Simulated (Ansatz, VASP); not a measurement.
One calculation of HfTe5Mo, two programs

```
Hf Te Mo
1.0
     0.00000    5.26412    5.26412
     5.26412    0.00000    5.26412
     5.26412    5.26412    0.00000
Hf Te Mo
1 5 1
Direct
  0.50000 0.50000 0.50000
  0.64500 0.64500 0.64500
  0.64500 0.64500 0.06501
  0.64500 0.06501 0.64500
  0.06501 0.64500 0.64500
  0.25000 0.25000 0.25000
  0.00000 0.00000 0.00000
```

Alike in both runs: functional PBE; k mesh 3 × 3 × 3; occupations gaussian, width 0.2 eV; no spin polarisation.

Ansatz relaxed the structure, and its values are those at the end. VASP's run is a single point on that final structure, the one shown.

|  | VASP | Ansatz |
| --- | --- | --- |
| version | VASP 6.6.1 | Ansatz 0.2.0 |
| potentials or method | VASP PAW PBE potentials, release 64 (Hf_pv, Te, Mo_sv), cutoff 500 eV | scalar-relativistic, plane waves, PAW |
| valence electrons in the cell | 54 | 120 |

|  | VASP | Ansatz | Ansatz less VASP |
| --- | --- | --- | --- |
| gap on the k mesh at the Fermi level (eV) | none | none | - |
| pressure (GPa) | 0.1 | 0.2 | +0.06 |
| rms of the force components (eV/Å) | 0.010 | 0.007 | -0.0028 |

A gap of «none» marks a metal or a gap that the smearing closes. With one functional, cell and mesh, what is left measures potentials, basis and numerics. VASP's potentials hold 54 valence electrons a cell and Ansatz's 120, so a difference there can come from the potentials and not from the codes.

Neither program's run includes spin-orbit coupling.
